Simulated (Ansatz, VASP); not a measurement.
One calculation of TaTe, two programs

INCAR

```
SYSTEM = TaTe
  PREC = Accurate
  ENCUT = 500
  EDIFF = 1E-6
  ISMEAR = -1
  SIGMA = 0.04
  LREAL = .False.
  LASPH = .True.
  NELM = 120
  ALGO = Normal
  ISIF = 2
  LWAVE = .False.
  LCHARG = .True.
  GGA = PE
  LELF = .True.
  LVHAR = .True.
  NBANDS = 16
  GGA_COMPAT = .False.
```

KPOINTS

```
regular mesh
0
Gamma
  5 5 5
  0 0 0
```

Contents of POSCAR:

```
TaTe
1.0
    3.4200900000      0.0000000000      0.0000000000
    0.0000000000      3.4200900000      0.0000000000
    0.0000000000      0.0000000000      3.4200900000
Ta Te
1 1
Direct
    0.5000000000      0.5000000000      0.5000000000
    0.0000000000      0.0000000000      0.0000000000
```

Contents of input.yaml:

```yaml
crystal:
  lattice:
    - [3.42009, 0.0, 0.0]
    - [0.0, 3.42009, 0.0]
    - [0.0, 0.0, 3.42009]
  atoms:
    - { symbol: Ta, position: [0.5, 0.5, 0.5] }
    - { symbol: Te, position: [0.0, 0.0, 0.0] }
kpoints:
  mp_grid: { grid: [5, 5, 5] }
scf:
  occupations: { method: fermi_dirac, width: 0.04 }
hamiltonian:
  xc: pbe
  pseudopotentials: { kind: all_electron, lapw: { basis_error: 0.002 } }
output:
  forces: true
  stress: true
  eigenvalues: true
```

Alike in both runs: task single point; functional PBE; k mesh 5 × 5 × 5; occupations fermi-dirac, width 0.04 eV; no spin polarisation.

|  | VASP | Ansatz |
| --- | --- | --- |
| version | VASP 6.6.1 | Ansatz 0.2.0 |
| potentials or method | VASP PAW PBE potentials, release 64 (Ta_pv, Te), cutoff 500 eV | all-electron LAPW, scalar-relativistic |

```csv
,VASP,Ansatz,Ansatz less VASP
gap on the k mesh at the Fermi level (eV),none,none,-
pressure (GPa),0.0,0.0,+0.04
```

A gap of «none» marks a metal or a gap that the smearing closes. Ansatz ran all-electron here, and VASP with PAW potentials.

The k mesh is coarse, so the values compare programs but aren't converged. Spin-orbit coupling is off throughout. Noted on Ansatz's run: the k mesh is thin for a metal, which can move the energy by tens of meV per atom.
